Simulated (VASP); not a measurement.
# KBr (I4/mmm) in VASP: further runs

The runs below take KBr through single point, with r2SCAN.

All numbers are computed with VASP 6.6.1; they aren't measurements. Logs are shortened: lines on timing, memory, paths and dates and some standing lists are left out, and cuts for length are marked.

## Step 1: The cell of the first run

It takes space group I4/mmm (No. 139, tetragonal). Conventional cell: a = 4.586 Å, b = 4.586 Å, c = 6.684 Å, α = 90.00°, β = 90.00°, γ = 90.00°. Within 4.3 Å of K (site symmetry 4/mmm) lie 6 Br at 3.24 to 3.34 Å. Within 4.3 Å of Br (site symmetry 4/mmm) lie 6 K at 3.24 to 3.34 Å.

## Step 2: Single point, r2SCAN (strain -0.015 along x and y, +0.015 along z)

Contents of POSCAR:

```
KBr
1.0
    0.0000000000      3.2431125000      3.3418875000
    3.2431125000      0.0000000000      3.3418875000
    3.2431125000      3.2431125000      0.0000000000
K Br
1 1
Direct
    0.0000000000      0.0000000000      0.0000000000
    0.5000000000      0.5000000000      0.5000000000
```

Contents of INCAR.step1:

```
PREC = Accurate ; ENCUT = 520
ISMEAR = 0 ; SIGMA = 0.05
LREAL = False ; LASPH = True
NELM = 80 ; NBANDS = 15
GGA = PE ; ALGO = Normal
EDIFF = 1E-4 ; LWAVE = True
LCHARG = False
```

Contents of INCAR.step2:

```
PREC = Accurate ; ENCUT = 520
EDIFF = 1E-7 ; ISMEAR = 0
SIGMA = 0.05 ; LREAL = False
LASPH = True ; NELM = 80
ALGO = Normal ; ISIF = 2
LWAVE = False ; LCHARG = False
METAGGA = R2SCAN ; LMIXTAU = True
NBANDS = 15 ; ISTART = 1
```

Contents of KPOINTS:

```
regular mesh
0
Gamma
  6 6 6
```

Potentials or basis: VASP PAW PBE potentials, release 64 (K_sv, Br).

Started as:

```sh
> cat potpaw_PBE.64/K_sv/POTCAR potpaw_PBE.64/Br/POTCAR > POTCAR
> cp INCAR.step1 INCAR
> mpirun -np 1 vasp_std > vasp.out
> cp INCAR.step2 INCAR
> mpirun -np 1 vasp_std > vasp.out
```

OUTCAR:

```text
PREC = Accurate
   ENCUT = 520
   EDIFF = 1E-7
   ISMEAR = 0
   LREAL = False
   LASPH = True
   NELM = 80
   ISIF = 2
   METAGGA = R2SCAN
   ISTART = 1

 ion  position               nearest neighbor table
   1  0.000  0.000  0.000-   2 3.24   2 3.24   2 3.24   2 3.24
   2  0.500  0.500  0.500-   1 3.24   1 3.24   1 3.24   1 3.24

  LATTYP: Found a body centered tetragonal cell.
 ALAT       =     4.5864536818
 C/A-ratio  =     1.4572860567

  Lattice vectors:

 A1 = (  -3.2431125000,   0.0000000000,   3.3418875000)
 A2 = (   3.2431125000,   0.0000000000,   3.3418875000)
 A3 = (   0.0000000000,   3.2431125000,  -3.3418875000)

Analysis of symmetry for initial positions (statically):
=====================================================================
 Subroutine PRICEL returns:
 Original cell was already a primitive cell.

 Routine SETGRP: Setting up the symmetry group for a
 body centered tetragonal supercell.

 Subroutine GETGRP returns: Found 16 space group operations
 (whereof 16 operations were pure point group operations)
 out of a pool of 16 trial point group operations.

The static configuration has the point symmetry D_4h.

Analysis of symmetry for dynamics (positions and initial velocities):
=====================================================================
 Subroutine PRICEL returns:
 Original cell was already a primitive cell.

 Routine SETGRP: Setting up the symmetry group for a
 body centered tetragonal supercell.

 Subroutine GETGRP returns: Found 16 space group operations
 (whereof 16 operations were pure point group operations)
 out of a pool of 16 trial point group operations.

The dynamic configuration has the point symmetry D_4h.

 Subroutine INISYM returns: Found 16 space group operations
 (whereof 16 operations are pure point group operations),
 and found     1 'primitive' translations

----------------------------------------------------------------------------------------

                                     Primitive cell

  volume of cell :      70.2985

  direct lattice vectors                    reciprocal lattice vectors
     0.000000000  3.243112500  3.341887500    -0.154172882  0.154172882  0.149616048
     3.243112500  0.000000000  3.341887500     0.154172882 -0.154172882  0.149616048
     3.243112500  3.243112500  0.000000000     0.154172882  0.154172882 -0.149616048

  length of vectors
     4.656821958  4.656821958  4.586453682     0.264430552  0.264430552  0.264430552

  position of ions in fractional coordinates (direct lattice)
     0.000000000  0.000000000  0.000000000
     0.500000000  0.500000000  0.500000000

  ion indices of the primitive-cell ions
   primitive index   ion index
                 1           1
                 2           2

----------------------------------------------------------------------------------------

 KPOINTS: regular mesh

Automatic generation of k-mesh.
 Grid dimensions read from file:
 generate k-points for:    6    6    6

 Generating k-lattice:

  Cartesian coordinates                     Fractional coordinates (reciprocal lattice)
    -0.025695480  0.025695480  0.024936008     0.166666667 -0.000000000  0.000000000
     0.025695480 -0.025695480  0.024936008    -0.000000000  0.166666667  0.000000000
     0.025695480  0.025695480 -0.024936008     0.000000000  0.000000000  0.166666667

  Length of vectors
     0.044071759  0.044071759  0.044071759

  Shift w.r.t. Gamma in fractional coordinates (k-lattice)
     0.000000000  0.000000000  0.000000000

 Subroutine IBZKPT returns following result:
 ===========================================

 Found     30 irreducible k-points:

 Following reciprocal coordinates:
            Coordinates               Weight
  0.000000  0.000000  0.000000      1.000000
  0.166667 -0.000000  0.000000      8.000000
  0.333333 -0.000000  0.000000      8.000000
  0.500000 -0.000000  0.000000      4.000000
  0.166667  0.166667  0.000000      2.000000
  0.333333  0.166667  0.000000      8.000000
[... 16 lines left out ...]
  0.333333  0.000000  0.333333      4.000000
  0.500000  0.000000  0.333333     16.000000
 [... further k-points ...]
   k-points           NKPTS =     30   k-points in BZ     NKDIM =     30   number of bands    NBANDS=     15
   number of dos      NEDOS =    301   number of ions     NIONS =      2
   total plane-waves  NPLWV =  46656
   dimension x,y,z NGX =    36 NGY =   36 NGZ =   36
   dimension x,y,z NGXF=    72 NGYF=   72 NGZF=   72
   ions per type =               1   1
   NGX,Y,Z   is equivalent  to a cutoff of  12.85, 12.85, 13.05 a.u.
   NGXF,Y,Z  is equivalent  to a cutoff of  25.70, 25.70, 26.10 a.u.
 SYSTEM =  unknown system
   PREC   = accura    normal or accurate (medium, high low for compatibility)
   ISTART =      1    job   : 0-new  1-cont  2-samecut
   ICHARG =      0    charge: 1-file 2-atom 10-const
   ISPIN  =      1    spin polarized calculation?
   LNONCOLLINEAR =      F non collinear calculations
   LSORBIT =      F    spin-orbit coupling
   LASPH  =      T    aspherical Exc in radial PAW
   ENCUT  =  520.0 eV  38.22 Ry    6.18 a.u.   8.66  8.66  8.53*2*pi/ulx,y,z
   NELM   =     80;   NELMIN=  2; NELMDL=  0     # of ELM steps
   EDIFF  = 0.1E-06   stopping-criterion for ELM
   LREAL  =      F    real-space projection
   EDIFFG = 0.1E-05   stopping-criterion for IOM
   NSW    =      0    number of steps for IOM
   IBRION =     -1    ionic relax: 0-MD 1-quasi-New 2-CG
   NFREE  =      0    steps in history (QN), initial steepest desc. (CG)
   ISIF   =      2    stress and relaxation
   ISYM   =      2    0-nonsym 1-usesym 2-fastsym
   POTIM  = 0.5000    time-step for ionic-motion
   TEBEG  =    0.0;   TEEND  =   0.0 temperature during run
   PSTRESS=    0.0 pullay stress
   NELECT =      16.0000    total number of electrons
   NUPDOWN=      -1.0000    fix difference up-down
   EMIN   =  10.00;   EMAX   =-10.00  energy-range for DOS
   EFERMI =   0.00;   METHOD = LEGACY
   ISMEAR =     0;   SIGMA  =   0.05  broadening in eV -4-tet -1-fermi 0-gaus
   EFERMI_NEDOS =   21; number of points for ismear=-14 and -15
   IALGO  =     38    algorithm
   IMIX   =      4    mixing-type and parameters
     AMIX     =   0.40;   BMIX     =  1.00
     AMIX_MAG =   1.60;   BMIX_MAG =  1.00
  volume/ion in A,a.u.               =      35.15       237.20
  Fermi-wavevector in a.u.,A,eV,Ry     =   0.999539  1.888854 13.593272  0.999077
  Thomas-Fermi vector in A             =   2.131835
   LORBIT       =      0    0 simple, 1 ext, 2 COOP (PROOUT), +10 PAW based schemes
   METAGGA = R2SCAN    functional components
   LHFCALC =     F    Hartree Fock is set to
   AEXX    =    0.0000 exact exchange contribution
   IVDW    =     0    specifies the selected vdW correction
   LEPSILON=     F    determine dielectric tensor
   LRPA    =     F    only Hartree local field effects (RPA)
 non-spin polarized calculation
 Gauss-broadening in eV      SIGMA  =   0.05
  energy-cutoff  :      520.00
  volume of cell :       70.30
 maximum number of plane-waves:      1919
 NGX is ok and might be reduce to    36
   NGX = 17   NGY = 17   NGZ = 17

 number of electron      15.9999999 magnetization

 Free energy of the ion-electron system (eV)
  ---------------------------------------------------
  ext. energy  EPLUGINS =         0.00000000
  ---------------------------------------------------
  free energy    TOTEN  =       -23.24085494 eV

  energy without entropy =      -23.24085494  energy(sigma->0) =      -23.24085494

 E-fermi :  -1.8275     XC(G=0):  -7.8440

 val. band max:       -2.0528942157   @ k =   0.0000   0.0000   0.0000
 cond. band min:       3.0807213689   @ k =   0.0000   0.0000   0.0000
 fundamental gap:      5.1336155846
 Fermi energy:        -1.8274769489

 k-point     1 :       0.0000    0.0000    0.0000
  band No.  band energies     occupation
      1     -30.8936      2.00000
      2     -14.8173      2.00000
      3     -13.6040      2.00000
      4     -13.6014      2.00000
      5     -13.6014      2.00000
      6      -2.0726      2.00000
      7      -2.0529      2.00000
      8      -2.0529      2.00000
      9       3.0807      0.00000
     10       6.0541      0.00000
     11       6.2431      0.00000
     12       6.2431      0.00000
     13       7.1065      0.00000
     14       7.2455      0.00000
     15      10.0617      0.00000

 k-point     2 :       0.1667   -0.0000    0.0000
  band No.  band energies     occupation
      1     -30.8920      2.00000
      2     -14.8683      2.00000
      3     -13.6056      2.00000
      4     -13.6017      2.00000
      5     -13.5298      2.00000
      6      -2.4275      2.00000
      7      -2.1581      2.00000
      8      -2.1459      2.00000
      9       3.7434      0.00000
     10       5.9988      0.00000
     11       6.4751      0.00000
     12       6.5831      0.00000
     13       7.4849      0.00000
     14       7.6360      0.00000
     15      11.0706      0.00000

 k-point     3 :       0.3333   -0.0000    0.0000
  band No.  band energies     occupation
      1     -30.8889      2.00000
      2     -14.9571      2.00000
      3     -13.6100      2.00000
      4     -13.6024      2.00000
      5     -13.3978      2.00000
      6      -3.0200      2.00000
      7      -2.3305      2.00000
      8      -2.3211      2.00000
      9       4.8000      0.00000
     10       6.3153      0.00000
     11       7.4105      0.00000
     12       7.5034      0.00000
     13       8.4357      0.00000
     14       8.6156      0.00000
     15      10.4155      0.00000
[... 343 lines left out ...]
 k-point    23 :       0.3333    0.0000    0.3333
  band No.  band energies     occupation
      1     -30.8873      2.00000
      2     -14.8234      2.00000
      3     -13.6349      2.00000
      4     -13.6307      2.00000
      5     -13.5504      2.00000
      6      -2.9092      2.00000
      7      -2.3120      2.00000
      8      -2.3065      2.00000
      9       4.5970      0.00000
     10       5.2880      0.00000
     11       7.8942      0.00000
     12       8.4878      0.00000
     13       8.6885      0.00000
     14       8.7685      0.00000
     15       9.8962      0.00000

 k-point    24 :       0.5000    0.0000    0.3333
  band No.  band energies     occupation
      1     -30.8858      2.00000
      2     -14.7929      2.00000
      3     -13.6637      2.00000
      4     -13.6344      2.00000
      5     -13.5649      2.00000
      6      -2.8891      2.00000
      7      -2.5071      2.00000
      8      -2.3800      2.00000
      9       4.7112      0.00000
     10       6.2389      0.00000
     11       7.6871      0.00000
     12       8.3998      0.00000
     13       8.6879      0.00000
     14       9.2471      0.00000
     15       9.8541      0.00000

 [... further k-points ...]

------------------------ aborting loop because EDIFF is reached ----------------------------------------

  FORCE on cell =-STRESS in cart. coord.  units (eV):
  Direction    XX          YY          ZZ          XY          YZ          ZX
  --------------------------------------------------------------------------------------
  -------------------------------------------------------------------------------------
  Total        0.3806387      0.3806387     -0.1114601      0.0000000      0.0000000      0.0000000
  in kB        8.6751643      8.6751643     -2.5402946      0.0000000      0.0000000      0.0000000
  external PRESSURE =       4.9366780 kB  Pullay stress =       0.0000000 kB

 VOLUME and BASIS-vectors are now :
 -----------------------------------------------------------------------------
  energy-cutoff  :      520.00
  volume of cell :       70.30
      direct lattice vectors                 reciprocal lattice vectors
     0.000000000  3.243112500  3.341887500    -0.154172882  0.154172882  0.149616048
     3.243112500  0.000000000  3.341887500     0.154172882 -0.154172882  0.149616048
     3.243112500  3.243112500  0.000000000     0.154172882  0.154172882 -0.149616048

 POSITION                                       TOTAL-FORCE (eV/Angst)
 -----------------------------------------------------------------------------------
      0.00000      0.00000      0.00000        -0.000000     -0.000000      0.000000
      3.24311      3.24311      3.34189         0.000000      0.000000     -0.000000
 -----------------------------------------------------------------------------------
    total drift:                                0.000000      0.000000      0.000000

  FREE ENERGIE OF THE ION-ELECTRON SYSTEM (eV)
  ---------------------------------------------------
  free  energy   TOTEN  =       -23.2408549383 eV

  energy  without entropy=      -23.2408549383  energy(sigma->0) =      -23.24085494
```

It took 59 s on 1 thread of Intel Xeon 6975P-C (Granite Rapids), shared host; peak memory 0.22 GiB.

What came out:

- Free energy: -23.2409 eV
- Pressure: 0.5 GPa
- Band gap on the k mesh: 5.13 eV

Stress tensor (GPa, compression positive):
```
 0.87  0.00  0.00
 0.00  0.87  0.00
 0.00  0.00 -0.25
```

Caveat: the cell differs from its parent crystal (strain -0.015 along x and y, +0.015 along z); the PAW data sets were made with another functional, which shifts forces and pressure a little.

[end of part 1 of 2]
